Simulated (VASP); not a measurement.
Ga, 4 atoms in the cell. Symmetry: Cmce, No. 64, orthorhombic system. Conventional cell: a = 4.511 Å, b = 7.645 Å, c = 4.562 Å, α = 90.00°, β = 90.00°, γ = 90.00°. Ga (site symmetry m) has 7 Ga at 2.44 to 2.80 Å within 3.2 Å.  This cell differs from its parent crystal: zz strain of +1 %.

```yaml
Program: VASP 6.6.1
Task: single point
Functional: PBEsol
Potentials_or_basis: VASP PAW PBE potentials, release 64 (Ga_d)
Cutoff: 520 eV
k_mesh: 9 × 9 × 8
Occupations: fermi-dirac, width 0.05 eV
Spin: no spin polarisation
Dipole_correction: no
Further_INCAR_settings: ALGO = Normal; EDIFF = 1e-06; NBANDS = 34
```

Potentials or basis: VASP PAW PBE potentials, release 64 (Ga_d).

Command:

```console
$ cat potpaw_PBE.64/Ga_d/POTCAR > POTCAR
$ mpirun -np 1 vasp_std > vasp.out
```

Hardware: 1 thread of Oxide Virtual Turin-like Processor (shared host).

Problem. How long does it take, and how much memory?

Solution. Run time: 8.4 min on 1 thread of Oxide Virtual Turin-like Processor, on a shared host, peak memory 0.33 GiB. Counts: scf iterations 13, k points 125.
